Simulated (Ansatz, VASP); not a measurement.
# One calculation of TaN, two programs

```
Ta N
1.0
     3.05704    0.00000    0.00000
     0.00000    4.30428    0.00000
     0.00000    0.00000    3.28921
Ta N
2 2
Cartesian
  1.5285 2.1521 2.2941
  0.0000 0.0000 0.9951
  0.0000 2.1521 0.6694
  1.5285 0.0000 2.6198
```

Change from the starting cell: species swapped into the CrN type (Pmmn, No. 59).

Alike in both runs: functional PBE; k mesh 6 × 4 × 6; occupations gaussian, width 0.1 eV; no spin polarisation.

Ansatz relaxed the structure, and its values are those at the end. VASP's run is a single point on that final structure, the one shown.

|  | VASP | Ansatz |
| --- | --- | --- |
| version | VASP 6.6.1 | Ansatz 0.2.0 |
| potentials or method | VASP PAW PBE potentials, release 64 (Ta_pv, N), cutoff 520 eV | scalar-relativistic, plane waves, PAW |
| valence electrons in the cell | 32 | 36 |

```csv
,VASP,Ansatz,Ansatz less VASP
gap on the k mesh at the Fermi level (eV),none,none,-
pressure (GPa),0.6,-0.1,-0.73
rms of the force components (eV/Å),0.008,0.003,-0.0044
```

A gap of «none» marks a metal or a gap that the smearing closes. With one functional, cell and mesh, what is left measures potentials, basis and numerics. VASP's potentials hold 32 valence electrons a cell and Ansatz's 36, so a difference there can come from the potentials and not from the codes.

The k mesh is coarse, so the values compare programs but aren't converged. Spin-orbit coupling is off throughout.
